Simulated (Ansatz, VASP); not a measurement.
**MoSe: VASP beside Ansatz**

The input POSCAR:

```
MoSe
1.0
    0.0000000000      2.8687086512      2.8687086512
    2.8687086512      0.0000000000      2.8687086512
    2.8687086512      2.8687086512      0.0000000000
Mo Se
1 1
Direct
    0.0000000000      0.0000000000      0.0000000000
    0.2500000000      0.2500000000      0.2500000000
```

INCAR.step1

```
PREC     = Accurate       # precision mode
ENCUT    = 520            # plane-wave cutoff, eV
ISMEAR   = 0              # smearing method
SIGMA    = 0.05           # smearing width, eV
LREAL    = False          # projectors in reciprocal space
LASPH    = True           # aspherical terms in the spheres
NELM     = 150            # most SCF steps
ISPIN    = 2              # spin polarisation
MAGMOM   = 1.04 0         # initial moments
LMAXMIX  = 4              # l up to which the mixer works
NBANDS   = 21             # bands
GGA      = PE             # functional
ALGO     = Normal         # electronic algorithm
EDIFF    = 1E-4           # SCF threshold, eV
LWAVE    = True           # write WAVECAR
LCHARG   = False          # write CHGCAR
```

The input INCAR.step2:

```
PREC     = Accurate       # precision mode
ENCUT    = 520            # plane-wave cutoff, eV
EDIFF    = 1E-6           # SCF threshold, eV
ISMEAR   = 0              # smearing method
SIGMA    = 0.05           # smearing width, eV
LREAL    = False          # projectors in reciprocal space
LASPH    = True           # aspherical terms in the spheres
NELM     = 150            # most SCF steps
ALGO     = Normal         # electronic algorithm
ISIF     = 2              # what is computed and relaxed
LWAVE    = False          # write WAVECAR
LCHARG   = False          # write CHGCAR
ISPIN    = 2              # spin polarisation
MAGMOM   = 1.04 0         # initial moments
LORBIT   = 11             # projections on sites
LMAXMIX  = 4              # l up to which the mixer works
METAGGA  = R2SCAN         # meta-GGA
LMIXTAU  = True         
NBANDS   = 21             # bands
ISTART   = 1
```

Contents of KPOINTS:

```
Automatic mesh
0
Gamma
  10 10 10
```

Input for Ansatz:

```yaml
crystal:
  lattice:
    - [0.0, 2.8687086512, 2.8687086512]
    - [2.8687086512, 0.0, 2.8687086512]
    - [2.8687086512, 2.8687086512, 0.0]
  atoms:
    - { symbol: Mo, position: [0.0, 0.0, 0.0], spin: 1.04 }
    - { symbol: Se, position: [0.25, 0.25, 0.25] }
basis:
  ecutwfc: 500
  ecutrho_ratio: 4
kpoints:
  mp_grid: { grid: [10, 10, 10] }
hamiltonian:
  xc: r2scan
scf:
  occupations: { method: gaussian, width: 0.05 }
output:
  forces: true
  stress: true
  eigenvalues: true
  populations: true
  write_density: true
  write_potential: true
  elf: true
  volumetric_format: npy
magnetization:
  spin_polarized: true
```

Alike in both runs: task single point; functional r2SCAN; k mesh 10 × 10 × 10; occupations gaussian, width 0.05 eV; collinear spin.

|  | VASP | Ansatz |
| --- | --- | --- |
| version | VASP 6.6.1 | Ansatz 0.2.0 |
| potentials or method | VASP PAW PBE potentials, release 64 (Mo_sv, Se), cutoff 520 eV | scalar-relativistic, plane waves, PAW |
| valence electrons in the cell | 20 | 30 |

```csv
,VASP,Ansatz,Ansatz less VASP
gap on the k mesh at the Fermi level (eV),none,none,-
pressure (GPa),-3.7,-3.8,-0.10
net moment per atom (μB),0.66,0.66,0.000
size of the moment on the site where the two differ most (μB),1.21,0.98,-0.233
```

VASP's potentials were made for PBE, not for r2SCAN. Site moments also hang on the region over which each program counts them. A gap of «none» marks a metal or a gap that the smearing closes. VASP's potentials hold 20 valence electrons a cell and Ansatz's 30, so a difference there can come from the potentials and not from the codes. Ansatz's warnings: stability check not made.
